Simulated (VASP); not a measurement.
# Ti (P6_3/mmc) in VASP: settings compared, part 2 of 3

VASP 6.6.1. The steps go on from the part before.

## Step 3: Single point, PBEsol+D3(BJ)

This run uses another cell than the first one, of 18.34 Å³/atom, 1.020 times its volume.

Input file INCAR:

```
SYSTEM = Ti
PREC = Accurate
ENCUT = 520
EDIFF = 1E-7
ISMEAR = -1
SIGMA = 0.05
LREAL = .False.
LASPH = .True.
NELM = 60
ALGO = Normal
ISIF = 2
LWAVE = .False.
LCHARG = .False.
GGA = PS
IVDW = 12
NBANDS = 19
```

Input file KPOINTS:

```
regular mesh
0
Gamma
  10 10 6
  0 0 0
```

Input file POSCAR:

```
Ti
1.0
    2.9888202413      0.0000000000      0.0000000000
   -1.4944101206      2.5883942563      0.0000000000
    0.0000000000      0.0000000000      4.7415860099
Ti
2
Direct
    0.6666666667      0.3333333333      0.7500000000
    0.3333333333      0.6666666667      0.2500000000
```

Potentials or basis: VASP PAW PBE potentials, release 64 (Ti_sv).

Command:

```console
> cat potpaw_PBE.64/Ti_sv/POTCAR > POTCAR
> mpirun -np 1 vasp_std > vasp.out
```

OUTCAR:

```text
SYSTEM = Ti
   PREC = Accurate
   ENCUT = 520
   EDIFF = 1E-7
   ISMEAR = -1
   LREAL = .False.
   LASPH = .True.
   NELM = 60
   ISIF = 2
   GGA = PS
   IVDW = 12
 IVDW          = 12

 ion  position               nearest neighbor table
   1  0.667  0.333  0.750-
   2  0.333  0.667  0.250-

  LATTYP: Found a hexagonal cell.
 ALAT       =     2.9888202413
 C/A-ratio  =     1.5864406780

  Lattice vectors:

 A1 = (   2.9888202413,   0.0000000000,   0.0000000000)
[... 713 lines left out ...]

 [... further k-points ...]

------------------------ aborting loop because EDIFF is reached ----------------------------------------

 Edisp (eV)   -1.13503

 E8    (eV) :    -0.7942

  FORCE on cell =-STRESS in cart. coord.  units (eV):
  Direction    XX          YY          ZZ          XY          YZ          ZX
  --------------------------------------------------------------------------------------
  -------------------------------------------------------------------------------------
  Total      -3.27177    -3.27177    -3.38794    -0.00000     0.00000    -0.00000
  in kB    -142.90241  -142.90241  -147.97660    -0.00000     0.00000    -0.00000
  external pressure =     -144.59 kB  Pullay stress =        0.00 kB

 VOLUME and BASIS-vectors are now :
 -----------------------------------------------------------------------------
  energy-cutoff  :      520.00
  volume of cell :       36.68
      direct lattice vectors                 reciprocal lattice vectors
     2.988820241  0.000000000  0.000000000     0.334580175  0.193169954  0.000000000
    -1.494410121  2.588394256  0.000000000     0.000000000  0.386339908  0.000000000
     0.000000000  0.000000000  4.741586010     0.000000000  0.000000000  0.210899897

 POSITION                                       TOTAL-FORCE (eV/Angst)
 -----------------------------------------------------------------------------------
      1.49441      0.86280      3.55619         0.000000      0.000000      0.000000
     -0.00000      1.72560      1.18540        -0.000000     -0.000000      0.000000
 -----------------------------------------------------------------------------------
    total drift:                               -0.000000      0.000000     -0.000000

  FREE ENERGIE OF THE ION-ELECTRON SYSTEM (eV)
  ---------------------------------------------------
  free  energy   TOTEN  =       -17.7167268524 eV

  energy  without entropy=      -17.6965181360  energy(sigma->0) =      -17.70662249
```

stdout:

```text
POSCAR found type information on POSCAR Ti
 POSCAR found :  1 types and       2 ions
 scaLAPACK will be used
 -----------------------------------------------------------------------------
|                                                                             |
|                                                                             |
|     You enforced a specific xc type in the INCAR file but a different       |
|     I HOPE YOU KNOW WHAT YOU ARE DOING!                                     |
|                                                                             |
 -----------------------------------------------------------------------------

 LDA part: xc-table for (Slater+PW92), standard interpolation
 POSCAR, INCAR and KPOINTS ok, starting setup
 FFT: planning ... GRIDC
 FFT: planning ... GRID_SOFT
 FFT: planning ... GRID
 WAVECAR not read
 entering main loop
```

Run time: 23 s. Hardware: 1 thread of AMD EPYC 9R45 (Zen 5), shared host; peak memory 0.15 GiB.

Results:

- Free energy: -17.7167 eV
- Pressure: -14.5 GPa
- Band gap on the k mesh: zero (band 12 reaches 8.39 eV, above the bottom of band 13 at 7.41 eV)
- Dispersion energy per atom: -0.568 eV

Levels at points of the mesh, in eV from the Fermi level:
```csv
k point,band 8,band 9,band 10,band 11,band 12,band 13,band 14,band 15,band 16,band 17
"(0.00, 0.00, 0.00)",-32.71,-6.07,-2.55,0.64,0.75,0.75,0.85,1.21,1.21,1.54
"(0.50, 0.00, 0.00)",-32.77,-2.27,-2.00,-1.71,-0.65,0.47,0.58,1.10,3.14,3.34
"(0.00, 0.00, 0.50)",-32.75,-4.28,-4.28,0.09,0.09,0.66,0.66,0.66,0.66,2.63
"(0.50, 0.00, 0.50)",-32.84,-2.40,-2.40,-0.75,-0.75,1.21,1.21,1.63,1.63,3.27
```

Caveat: the PAW data sets were made with another functional, which shifts forces and pressure a little; pairwise dispersion overbinds metals, which lowers pressure and volume.

## Step 4: Single point, revPBE+D3(BJ)

This run uses another cell than the first one, of 18.34 Å³/atom, 1.020 times its volume.

Input file INCAR:

```
PREC = Accurate
ENCUT = 520
EDIFF = 1E-7
ISMEAR = -1
SIGMA = 0.05
LREAL = False
LASPH = True
NELM = 100
ALGO = Normal
ISIF = 2
LWAVE = False
LCHARG = False
GGA = RE
IVDW = 12
NBANDS = 19
```

Input file KPOINTS:

```
regular mesh
0
Gamma
  10 10 6
```

POSCAR is that of step 3.

Potentials or basis: VASP PAW PBE potentials, release 64 (Ti_sv).

Command:

```console
> cat potpaw_PBE.64/Ti_sv/POTCAR > POTCAR
> mpirun -np 1 vasp_std > vasp.out
```

OUTCAR:

```text
PREC = Accurate
   ENCUT = 520
   EDIFF = 1E-7
   ISMEAR = -1
   LREAL = False
   LASPH = True
   NELM = 100
   ISIF = 2
   GGA = RE
   IVDW = 12
 IVDW          = 12

 ion  position               nearest neighbor table
   1  0.667  0.333  0.750-
   2  0.333  0.667  0.250-

  LATTYP: Found a hexagonal cell.
 ALAT       =     2.9888202413
 C/A-ratio  =     1.5864406780

  Lattice vectors:

 A1 = (   2.9888202413,   0.0000000000,   0.0000000000)
 A2 = (  -1.4944101206,   2.5883942563,   0.0000000000)
 A3 = (   0.0000000000,   0.0000000000,   4.7415860099)

Analysis of symmetry for initial positions (statically):
=====================================================================
 Subroutine PRICEL returns:
 Original cell was already a primitive cell.

 Routine SETGRP: Setting up the symmetry group for a
 hexagonal supercell.

 Subroutine GETGRP returns: Found 24 space group operations
 (whereof 12 operations were pure point group operations)
 out of a pool of 24 trial point group operations.

The static configuration has the point symmetry D_3d.
 The point group associated with its full space group is D_6h.

Analysis of symmetry for dynamics (positions and initial velocities):
=====================================================================
 Subroutine PRICEL returns:
 Original cell was already a primitive cell.

 Routine SETGRP: Setting up the symmetry group for a
 hexagonal supercell.

 Subroutine GETGRP returns: Found 24 space group operations
 (whereof 12 operations were pure point group operations)
 out of a pool of 24 trial point group operations.

The dynamic configuration has the point symmetry D_3d.
 The point group associated with its full space group is D_6h.

 Subroutine INISYM returns: Found 24 space group operations
 (whereof 12 operations are pure point group operations),
 and found     1 'primitive' translations

----------------------------------------------------------------------------------------

                                     Primitive cell

  volume of cell :      36.6821

  direct lattice vectors                    reciprocal lattice vectors
     2.988820241  0.000000000  0.000000000     0.334580175  0.193169954  0.000000000
    -1.494410121  2.588394256  0.000000000     0.000000000  0.386339908  0.000000000
     0.000000000  0.000000000  4.741586010     0.000000000  0.000000000  0.210899897

  length of vectors
     2.988820241  2.988820241  4.741586010     0.386339908  0.386339908  0.210899897

  position of ions in fractional coordinates (direct lattice)
     0.666666667  0.333333333  0.750000000
     0.333333333  0.666666667  0.250000000

  ion indices of the primitive-cell ions
   primitive index   ion index
                 1           1
                 2           2

----------------------------------------------------------------------------------------

 KPOINTS: regular mesh

Automatic generation of k-mesh.
 Grid dimensions read from file:
 generate k-points for:   10   10    6

 Generating k-lattice:

  Cartesian coordinates                     Fractional coordinates (reciprocal lattice)
     0.033458018  0.019316995  0.000000000     0.100000000 -0.000000000  0.000000000
     0.000000000  0.038633991  0.000000000     0.000000000  0.100000000  0.000000000
     0.000000000  0.000000000  0.035149983     0.000000000  0.000000000  0.166666667

  Length of vectors
     0.038633991  0.038633991  0.035149983

  Shift w.r.t. Gamma in fractional coordinates (k-lattice)
     0.000000000  0.000000000  0.000000000

 Subroutine IBZKPT returns following result:
 ===========================================

 Found     56 irreducible k-points:

 Following reciprocal coordinates:
            Coordinates               Weight
  0.000000  0.000000  0.000000      1.000000
  0.100000  0.000000  0.000000      6.000000
  0.200000  0.000000  0.000000      6.000000
  0.300000  0.000000  0.000000      6.000000
  0.400000  0.000000  0.000000      6.000000
  0.500000  0.000000  0.000000      3.000000
[... 16 lines left out ...]
  0.300000  0.100000  0.166667     24.000000
  0.400000  0.100000  0.166667     24.000000
 [... further k-points ...]
   k-points           NKPTS =     56   k-points in BZ     NKDIM =     56   number of bands    NBANDS=     19
   number of dos      NEDOS =    301   number of ions     NIONS =      2
   total plane-waves  NPLWV =  20736
   dimension x,y,z NGX =    24 NGY =   24 NGZ =   36
   dimension x,y,z NGXF=    48 NGYF=   48 NGZF=   72
   ions per type =               2
   NGX,Y,Z   is equivalent  to a cutoff of  13.35, 13.35, 12.62 a.u.
   NGXF,Y,Z  is equivalent  to a cutoff of  26.70, 26.70, 25.24 a.u.
 SYSTEM =  unknown system
   PREC   = accura    normal or accurate (medium, high low for compatibility)
   ISTART =      0    job   : 0-new  1-cont  2-samecut
   ICHARG =      2    charge: 1-file 2-atom 10-const
   ISPIN  =      1    spin polarized calculation?
   LNONCOLLINEAR =      F non collinear calculations
   LSORBIT =      F    spin-orbit coupling
   LASPH  =      T    aspherical Exc in radial PAW
   ENCUT  =  520.0 eV  38.22 Ry    6.18 a.u.   5.56  5.56  8.82*2*pi/ulx,y,z
   NELM   =    100;   NELMIN=  2; NELMDL= -5     # of ELM steps
   EDIFF  = 0.1E-06   stopping-criterion for ELM
   LREAL  =      F    real-space projection
   EDIFFG = 0.1E-05   stopping-criterion for IOM
   NSW    =      0    number of steps for IOM
   IBRION =     -1    ionic relax: 0-MD 1-quasi-New 2-CG
   NFREE  =      0    steps in history (QN), initial steepest desc. (CG)
   ISIF   =      2    stress and relaxation
   ISYM   =      2    0-nonsym 1-usesym 2-fastsym
   POTIM  = 0.5000    time-step for ionic-motion
   TEBEG  =    0.0;   TEEND  =   0.0 temperature during run
   PSTRESS=    0.0 pullay stress
   NELECT =      24.0000    total number of electrons
   NUPDOWN=      -1.0000    fix difference up-down
   EMIN   =  10.00;   EMAX   =-10.00  energy-range for DOS
   EFERMI =   0.00;   METHOD = LEGACY
   ISMEAR =    -1;   SIGMA  =   0.05  broadening in eV -4-tet -1-fermi 0-gaus
   EFERMI_NEDOS =   21; number of points for ismear=-14 and -15
   IALGO  =     38    algorithm
   IMIX   =      4    mixing-type and parameters
     AMIX     =   0.40;   BMIX     =  1.00
     AMIX_MAG =   1.60;   BMIX_MAG =  1.00
  volume/ion in A,a.u.               =      18.34       123.77
  Fermi-wavevector in a.u.,A,eV,Ry     =   1.421218  2.685712 27.481863  2.019860
  Thomas-Fermi vector in A             =   2.542051
   LORBIT       =      0    0 simple, 1 ext, 2 COOP (PROOUT), +10 PAW based schemes
   GGA     = RE    functional components
   LHFCALC =     F    Hartree Fock is set to
   AEXX    =    0.0000 exact exchange contribution
   IVDW    =    12    specifies the selected vdW correction
   LEPSILON=     F    determine dielectric tensor
   LRPA    =     F    only Hartree local field effects (RPA)
 non-spin polarized calculation
  energy-cutoff  :      520.00
  volume of cell :       36.68
 maximum number of plane-waves:      1020
 NGX is ok and might be reduce to    24
   NGX = 11   NGY = 11   NGZ = 17

 number of electron      23.9999999 magnetization

 Free energy of the ion-electron system (eV)
  ---------------------------------------------------
  ext. energy  EPLUGINS =         0.00000000
  ---------------------------------------------------
  free energy    TOTEN  =       -15.03278896 eV

  energy without entropy =      -15.01335307  energy(sigma->0) =      -15.02307101

 E-fermi :   7.8489     XC(G=0): -11.1638

 val. band max:        7.8475798726   @ k =   0.3000   0.3000   0.3333
 cond. band min:       7.8592411248   @ k =   0.1000   0.1000   0.1667
 fundamental gap:      0.0116612522
 Fermi energy:         7.8489058048

 k-point     1 :       0.0000    0.0000    0.0000
  band No.  band energies     occupation
      1     -49.2052      2.00000
      2     -49.0977      2.00000
      3     -25.6805      2.00000
      4     -25.1414      2.00000
      5     -25.1414      2.00000
      6     -25.0943      2.00000
[... 11 lines left out ...]
     18       9.3996      0.00000
     19      10.8063      0.00000
[... 485 lines left out ...]
 k-point    24 :       0.4000    0.1000    0.1667
  band No.  band energies     occupation
      1     -49.1102      2.00000
      2     -49.0797      2.00000
      3     -25.5506      2.00000
      4     -25.4567      2.00000
      5     -25.3720      2.00000
      6     -25.2647      2.00000
[... 11 lines left out ...]
     18      11.0450      0.00000
     19      11.7044      0.00000

 [... further k-points ...]

------------------------ aborting loop because EDIFF is reached ----------------------------------------

 Edisp (eV)   -2.11332

 E8    (eV) :    -1.5331

  FORCE on cell =-STRESS in cart. coord.  units (eV):
  Direction    XX          YY          ZZ          XY          YZ          ZX
  --------------------------------------------------------------------------------------
  -------------------------------------------------------------------------------------
  Total      -2.97572    -2.97572    -3.06135    -0.00000     0.00000    -0.00000
  in kB    -129.97152  -129.97152  -133.71183    -0.00000     0.00000    -0.00000
  external pressure =     -131.22 kB  Pullay stress =        0.00 kB

 VOLUME and BASIS-vectors are now :
 -----------------------------------------------------------------------------
  energy-cutoff  :      520.00
  volume of cell :       36.68
      direct lattice vectors                 reciprocal lattice vectors
     2.988820241  0.000000000  0.000000000     0.334580175  0.193169954  0.000000000
    -1.494410121  2.588394256  0.000000000     0.000000000  0.386339908  0.000000000
     0.000000000  0.000000000  4.741586010     0.000000000  0.000000000  0.210899897

 POSITION                                       TOTAL-FORCE (eV/Angst)
 -----------------------------------------------------------------------------------
      1.49441      0.86280      3.55619         0.000000      0.000000      0.000000
     -0.00000      1.72560      1.18540        -0.000000     -0.000000      0.000000
 -----------------------------------------------------------------------------------
    total drift:                               -0.000000      0.000000     -0.000000

  FREE ENERGIE OF THE ION-ELECTRON SYSTEM (eV)
  ---------------------------------------------------
  free  energy   TOTEN  =       -17.1461104000 eV

  energy  without entropy=      -17.1266745078  energy(sigma->0) =      -17.13639245
```

stdout:

```text
POSCAR found type information on POSCAR Ti
 POSCAR found :  1 types and       2 ions
 scaLAPACK will be used
 -----------------------------------------------------------------------------
|                                                                             |
|                                                                             |
|     You enforced a specific xc type in the INCAR file but a different       |
|     I HOPE YOU KNOW WHAT YOU ARE DOING!                                     |
|                                                                             |
 -----------------------------------------------------------------------------

 LDA part: xc-table for (Slater+PW92), standard interpolation
 POSCAR, INCAR and KPOINTS ok, starting setup
 FFT: planning ... GRIDC
 FFT: planning ... GRID_SOFT
 FFT: planning ... GRID
 WAVECAR not read
 entering main loop
```

Wall time 24 s (1 thread of AMD EPYC 9R45 (Zen 5), shared host); peak memory 0.15 GiB.

Results:

```
Free energy                : -17.1461 eV
Pressure                   : -13.1 GPa
Band gap on the k mesh     : zero (band 12 reaches 8.61 eV, above the bottom of band 13 at 7.60 eV)
Dispersion energy per atom : -1.057 eV
```

Caveat: the PAW data sets were made with another functional, which shifts forces and pressure a little; pairwise dispersion overbinds metals, which lowers pressure and volume.

[end of part 2 of 3]
